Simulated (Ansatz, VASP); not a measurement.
**Two plane-wave programs on In2TeS**

```
In Te S
1.0
     5.24469    0.00000    0.00000
    -2.62234    4.54203    0.00000
     0.00000    0.00000    9.80181
In Te S
2 1 1
Cartesian
  2.6223 1.5140 2.5312
  2.6223 1.5140 7.2706
  0.0000 0.0000 0.0000
  2.6223 1.5140 0.0000
```

Alike in both runs: functional PBE; k mesh 12 × 12 × 6; occupations gaussian, width 0.1 eV; no spin polarisation.

Ansatz relaxed the structure, and its values are those at the end. VASP's run is a single point on that final structure, the one shown.

|  | VASP | Ansatz |
| --- | --- | --- |
| version | VASP 6.6.1 | Ansatz 0.2.0 |
| potentials or method | VASP PAW PBE potentials, release 64 (In_d, Te, S), cutoff 520 eV | scalar-relativistic, plane waves, PAW |
| valence electrons in the cell | 38 | 48 |

|  | VASP | Ansatz | Ansatz less VASP |
| --- | --- | --- | --- |
| gap on the k mesh at the Fermi level (eV) | none | none | - |
| pressure (GPa) | 0.0 | 0.0 | +0.02 |

A gap of «none» marks a metal or a gap that the smearing closes. VASP's potentials hold 38 valence electrons a cell and Ansatz's 48, so a difference there can come from the potentials and not from the codes.

Neither program's run includes spin-orbit coupling.
